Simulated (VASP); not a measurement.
# C19O in VASP: further runs, part 2 of 2

VASP 6.6.1.

**3. Single point, PBE**

Contents of INCAR:

```
SYSTEM = C19O
PREC = Accurate
ENCUT = 1000
EDIFF = 1E-6
ISMEAR = 0
SIGMA = 0.05
LREAL = Auto
LASPH = .True.
NELM = 120
ALGO = Normal
ISIF = 2
LWAVE = .False.
LCHARG = .False.
GGA = PE
NBANDS = 57
GGA_COMPAT = .False.
NELMDL = -8
```

Contents of KPOINTS:

```
Automatic mesh
0
Gamma
  2 2 1
  0 0 0
```

Contents of POSCAR:

```
C19O
1.0
    7.3980000000      0.0000000000      0.0000000000
   -3.6990000000      6.4068560000      0.0000000000
    0.0000000000      0.0000000000     13.0000000000
C O
19 1
Direct
   -0.0011441499     -0.0012499110      0.0620487692
    0.2237044869      0.1111529586      0.0620225385
    0.0010971791      0.3337858694      0.0620856923
    0.2214683599      0.4439726755      0.0620906154
    0.0005739394      0.6648832126      0.0620836154
    0.2219968632      0.7755992955      0.0620709231
    0.3344139152      0.0004744917      0.0620211538
    0.5547679116      0.1106277400      0.0620573077
    0.3338924337      0.3315042511      0.0620588462
    0.5552997695      0.4422156515      0.0620793846
    0.3321617642      0.6653881405      0.0621012308
    0.5570576189      0.7778370546      0.0621040000
    0.6672392284     -0.0017972934      0.0620856923
    0.8886541293      0.1089019326      0.0620740000
    0.6654782803      0.3320300940      0.0620788462
    0.8903764554      0.4444833784      0.0620876923
    0.6677489902      0.6671130114      0.0620930000
    0.8881256582      0.7773343119      0.0620549231
    0.0756089262      0.8319383173      0.3436329231
   -0.0180192314      0.6853973306      0.3913767692
```

Potentials or basis: VASP PAW PBE potentials, release 64 (C_h, O_h).

Started as:

```
$ cat potpaw_PBE.64/C_h/POTCAR potpaw_PBE.64/O_h/POTCAR > POTCAR
$ mpirun -np 1 vasp_std > vasp.out
```

OUTCAR:

```text
SYSTEM = C19O
   PREC = Accurate
   ENCUT = 1000
   EDIFF = 1E-6
   ISMEAR = 0
   LREAL = Auto
   LASPH = .True.
   NELM = 120
   ISIF = 2
   GGA = PE
   NELMDL = -8

 ion  position               nearest neighbor table
   1  0.999  0.999  0.062-  14 1.41  18 1.42   2 1.44
   2  0.224  0.111  0.062-   9 1.41   7 1.42   1 1.44
   3  0.001  0.334  0.062-   4 1.41  16 1.42  14 1.44
   4  0.221  0.444  0.062-   3 1.41  11 1.42   9 1.44
   5  0.001  0.665  0.062-  16 1.41   6 1.42  18 1.44
   6  0.222  0.776  0.062-  11 1.41   5 1.42   7 1.44
[... 10 lines left out ...]
  17  0.668  0.667  0.062-  18 1.41  12 1.42  10 1.44
  18  0.888  0.777  0.062-  17 1.41   1 1.42   5 1.44
  19  0.076  0.832  0.344-  20 1.14
  20  0.982  0.685  0.391-  19 1.14

  LATTYP: Found a hexagonal cell.
 ALAT       =     7.3980000000
 C/A-ratio  =     1.7572316842

  Lattice vectors:

 A1 = (   7.3980000000,   0.0000000000,   0.0000000000)
 A2 = (  -3.6990000000,   6.4068560000,   0.0000000000)
 A3 = (   0.0000000000,   0.0000000000,  13.0000000000)

Analysis of symmetry for initial positions (statically):
=====================================================================
 Subroutine PRICEL returns:
 Original cell was already a primitive cell.

 Routine SETGRP: Setting up the symmetry group for a
 hexagonal supercell.

 Subroutine GETGRP returns: Found  1 space group operations
 (whereof  1 operations were pure point group operations)
 out of a pool of 24 trial point group operations.

The static configuration has the point symmetry C_1 .

Analysis of symmetry for dynamics (positions and initial velocities):
=====================================================================
 Subroutine PRICEL returns:
 Original cell was already a primitive cell.

 Routine SETGRP: Setting up the symmetry group for a
 hexagonal supercell.

 Subroutine GETGRP returns: Found  1 space group operations
 (whereof  1 operations were pure point group operations)
 out of a pool of 24 trial point group operations.

The dynamic configuration has the point symmetry C_1 .

 Subroutine INISYM returns: Found  1 space group operations
 (whereof  1 operations are pure point group operations),
 and found     1 'primitive' translations

----------------------------------------------------------------------------------------

                                     Primitive cell

  volume of cell :     616.1730

  direct lattice vectors                    reciprocal lattice vectors
     7.398000000  0.000000000  0.000000000     0.135171668  0.078041398  0.000000000
    -3.699000000  6.406856000  0.000000000     0.000000000  0.156082796  0.000000000
     0.000000000  0.000000000 13.000000000     0.000000000  0.000000000  0.076923077

  length of vectors
     7.398000000  7.398000054 13.000000000     0.156082797  0.156082796  0.076923077

  position of ions in fractional coordinates (direct lattice)
     0.998855850  0.998750089  0.062048769
     0.223704487  0.111152959  0.062022539
     0.001097179  0.333785869  0.062085692
[... 63 lines left out ...]
 ===========================================

 Found      4 irreducible k-points:

 Following reciprocal coordinates:
            Coordinates               Weight
  0.000000  0.000000  0.000000      1.000000
  0.500000  0.000000  0.000000      1.000000
  0.000000  0.500000  0.000000      1.000000
  0.500000  0.500000  0.000000      1.000000
   k-points           NKPTS =      4   k-points in BZ     NKDIM =      4   number of bands    NBANDS=     57
   number of dos      NEDOS =    301   number of ions     NIONS =     20
   total plane-waves  NPLWV = 896000
   dimension x,y,z NGX =    80 NGY =   80 NGZ =  140
   dimension x,y,z NGXF=   160 NGYF=  160 NGZF=  280
   ions per type =              19   1
   NGX,Y,Z   is equivalent  to a cutoff of  17.98, 17.98, 17.90 a.u.
   NGXF,Y,Z  is equivalent  to a cutoff of  35.95, 35.95, 35.81 a.u.
 SYSTEM =  C19O
   PREC   = accura    normal or accurate (medium, high low for compatibility)
   ISTART =      0    job   : 0-new  1-cont  2-samecut
   ICHARG =      2    charge: 1-file 2-atom 10-const
   ISPIN  =      1    spin polarized calculation?
   LNONCOLLINEAR =      F non collinear calculations
   LSORBIT =      F    spin-orbit coupling
   LASPH  =      T    aspherical Exc in radial PAW
   ENCUT  = 1000.0 eV  73.50 Ry    8.57 a.u.  19.08 19.08 33.52*2*pi/ulx,y,z
   NELM   =    120;   NELMIN=  2; NELMDL= -8     # of ELM steps
   EDIFF  = 0.1E-05   stopping-criterion for ELM
   LREAL  =      T    real-space projection
   EDIFFG = 0.1E-04   stopping-criterion for IOM
   NSW    =      0    number of steps for IOM
   IBRION =     -1    ionic relax: 0-MD 1-quasi-New 2-CG
   NFREE  =      0    steps in history (QN), initial steepest desc. (CG)
   ISIF   =      2    stress and relaxation
   ISYM   =      2    0-nonsym 1-usesym 2-fastsym
   POTIM  = 0.5000    time-step for ionic-motion
   TEBEG  =    0.0;   TEEND  =   0.0 temperature during run
   PSTRESS=    0.0 pullay stress
   NELECT =      82.0000    total number of electrons
   NUPDOWN=      -1.0000    fix difference up-down
   EMIN   =  10.00;   EMAX   =-10.00  energy-range for DOS
   EFERMI =   0.00;   METHOD = LEGACY
   ISMEAR =     0;   SIGMA  =   0.05  broadening in eV -4-tet -1-fermi 0-gaus
   EFERMI_NEDOS =   21; number of points for ismear=-14 and -15
   IALGO  =     38    algorithm
   IMIX   =      4    mixing-type and parameters
     AMIX     =   0.40;   BMIX     =  1.00
     AMIX_MAG =   1.60;   BMIX_MAG =  1.00
  volume/ion in A,a.u.               =      30.81       207.91
  Fermi-wavevector in a.u.,A,eV,Ry     =   0.835818  1.579468  9.504925  0.698592
  Thomas-Fermi vector in A             =   1.949440
   LORBIT       =      0    0 simple, 1 ext, 2 COOP (PROOUT), +10 PAW based schemes
   GGA     = PE    functional components
   LHFCALC =     F    Hartree Fock is set to
   AEXX    =    0.0000 exact exchange contribution
   IVDW    =     0    specifies the selected vdW correction
   LEPSILON=     F    determine dielectric tensor
   LRPA    =     F    only Hartree local field effects (RPA)
 non-spin polarized calculation
 Gauss-broadening in eV      SIGMA  =   0.05
  energy-cutoff  :     1000.00
  volume of cell :      616.17
 maximum number of plane-waves:     44250
 NGX is ok and might be reduce to    80
   NGX = 39   NGY = 39   NGZ = 67

 number of electron      82.0000001 magnetization

 Free energy of the ion-electron system (eV)
  ---------------------------------------------------
  ext. energy  EPLUGINS =         0.00000000
  ---------------------------------------------------
  free energy    TOTEN  =      -180.89093237 eV

  energy without entropy =     -180.89069609  energy(sigma->0) =     -180.89081423

 E-fermi :  -1.4346     XC(G=0):  -3.9731

 val. band max:       -1.5429412892   @ k =   0.0000   0.0000   0.0000
 cond. band min:      -1.3262441321   @ k =   0.0000   0.0000   0.0000
 fundamental gap:      0.2166971571
 Fermi energy:        -1.4346132800

 k-point     1 :       0.0000    0.0000    0.0000
  band No.  band energies     occupation
      1     -26.4485      2.00000
      2     -20.9627      2.00000
      3     -18.4650      2.00000
      4     -18.4607      2.00000
      5     -18.3549      2.00000
      6     -18.3518      2.00000
[... 213 lines left out ...]
     52       3.7175      0.00000
     53       3.8997      0.00000
 [bands above 53 left out]

------------------------ aborting loop because EDIFF is reached ----------------------------------------

  FORCE on cell =-STRESS in cart. coord.  units (eV):
  Direction    XX          YY          ZZ          XY          YZ          ZX
  --------------------------------------------------------------------------------------
  -------------------------------------------------------------------------------------
  Total        0.8194374      0.8214359     -0.0867068      0.0040338     -0.0089099     -0.0013577
  in kB        2.1307070      2.1359035     -0.2254557      0.0104887     -0.0231675     -0.0035304
  external PRESSURE =       1.3470516 kB  Pullay stress =       0.0000000 kB

 VOLUME and BASIS-vectors are now :
 -----------------------------------------------------------------------------
  energy-cutoff  :     1000.00
  volume of cell :      616.17
      direct lattice vectors                 reciprocal lattice vectors
     7.398000000  0.000000000  0.000000000     0.135171668  0.078041398  0.000000000
    -3.699000000  6.406856000  0.000000000     0.000000000  0.156082796  0.000000000
     0.000000000  0.000000000 13.000000000     0.000000000  0.000000000  0.076923077

 POSITION                                       TOTAL-FORCE (eV/Angst)
 -----------------------------------------------------------------------------------
      3.69516      6.39885      0.80663         0.003308     -0.004654     -0.001041
      1.24381      0.71214      0.80629         0.003555     -0.001917     -0.001475
     -1.22656      2.13852      0.80711        -0.004539     -0.002360      0.000494
     -0.00383      2.84447      0.80718         0.003819     -0.000083     -0.000237
     -2.45516      4.25981      0.80709         0.000110      0.000746     -0.003754
     -1.22661      4.96915      0.80692        -0.004116      0.003552      0.000681
[... 12 lines left out ...]
     -2.51798      5.33011      4.46723         0.001027      0.006111     -0.004029
      4.72941      4.39124      5.08790        -0.001852     -0.007336      0.004923
 -----------------------------------------------------------------------------------
    total drift:                                0.000919     -0.000279      0.000589

  FREE ENERGIE OF THE ION-ELECTRON SYSTEM (eV)
  ---------------------------------------------------
  free  energy   TOTEN  =      -180.8909323716 eV

  energy  without entropy=     -180.8906960947  energy(sigma->0) =     -180.89081423
```

Wall time 15 min (1 thread of Intel Xeon Platinum 8375C at 2.90GHz (Ice Lake), shared host); peak memory 1.6 GiB.

What came out:

| Property | Result |
| --- | --- |
| Free energy | -180.8909 eV |
| Largest force | 0.009 eV/Å |
| Band gap on the k mesh | 0.22 eV |

Forces on the atoms (eV/Å):
```
C    0.003 -0.005 -0.001
C    0.004 -0.002 -0.001
C   -0.005 -0.002  0.000
C    0.004  0.000  0.000
C    0.000  0.001 -0.004
C   -0.004  0.004  0.001
C   -0.004 -0.002  0.000
C    0.004  0.002  0.000
C   -0.001  0.003  0.001
C   -0.004  0.001  0.000
C    0.004 -0.001  0.000
C   -0.002 -0.005  0.000
C   -0.001  0.005  0.000
C   -0.004  0.002  0.000
C    0.004  0.000  0.000
C   -0.001 -0.001  0.002
C   -0.004 -0.002 -0.001
C    0.007  0.003  0.003
C    0.001  0.006 -0.004
O   -0.002 -0.007  0.005
```

Levels at points of the mesh, in eV from the valence-band top:
```tsv
k point	band 37	band 38	band 39	band 40	band 41	band 42	band 43	band 44	band 45	band 46
(0.00, 0.00, 0.00)	-4.40	-2.95	-2.95	0.00	0.00	0.22	0.22	2.26	2.27	3.33
(0.50, 0.00, 0.00)	-2.57	-2.57	-2.52	-2.52	-2.25	1.78	2.23	2.27	2.59	2.60
(0.00, 0.50, 0.00)	-2.58	-2.57	-2.52	-2.52	-2.25	1.78	2.26	2.28	2.59	2.61
(0.50, 0.50, 0.00)	-2.58	-2.57	-2.52	-2.52	-2.25	1.78	2.23	2.27	2.60	2.61
```

Caveat: the k points lie up to 0.49 Å⁻¹ apart; there is no dipole correction, which matters where the two faces differ.
